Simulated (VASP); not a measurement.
Ag: single point with PBE

Crystal: Ag.

```xyz
6
Lattice="2.0431 -2.0431 0.0000 2.0431 0.0000 -2.0431 8.1724 8.1724 8.1724" Properties=species:S:1:pos:R:3 pbc="T T T"
Ag    4.0862    0.0000    0.0000
Ag    0.0000    0.0000    0.0000
Ag    4.0862    2.0431    2.0431
Ag    8.1724    4.0862    4.0862
Ag    4.0862    4.0862    4.0862
Ag    8.1724    6.1293    6.1293
```

| Property | Result |
| --- | --- |
| Program | VASP 6.6.1 |
| Task | single point |
| Functional | PBE |
| Potentials or basis | VASP PAW PBE potentials, release 64 (Ag) |
| Cutoff | 520 eV |
| k mesh | 18 × 18 × 4 |
| Occupations | gaussian, width 0.15 eV |
| Spin | no spin polarisation |
| Dipole correction | no |
| Further INCAR settings | ALGO = Fast; EDIFF = 1e-06; NBANDS = 42 |

```json
{"Pressure": "4.5 GPa", "Band gap on the k mesh": "zero (bands 33 and 34 overlap by 6.42 eV)"}
```

Levels at points of the mesh, in eV from the Fermi level:
| k point | band 31 | band 32 | band 33 | band 34 | band 35 | band 36 | band 37 | band 38 |
| --- | --- | --- | --- | --- | --- | --- | --- | --- |
| (0.00, 0.00, 0.00) | -3.36 | -3.33 | -3.33 | -2.98 | -2.98 | -0.40 | 3.60 | 7.96 |
| (0.50, 0.00, 0.00) | -0.40 | 0.59 | 0.59 | 1.29 | 1.29 | 1.60 | 3.60 | 4.71 |
| (0.00, 0.00, 0.50) | -3.09 | -3.09 | -3.09 | -3.09 | -1.57 | -1.57 | 5.13 | 5.13 |
| (0.50, 0.00, 0.50) | -0.02 | -0.02 | 1.01 | 1.01 | 1.50 | 1.50 | 3.86 | 3.86 |

Run time: 15 min on 1 thread of Oxide Virtual Turin-like Processor, with other jobs on the host, peak memory 0.49 GiB.

Caveat: the cell stands under pressure.
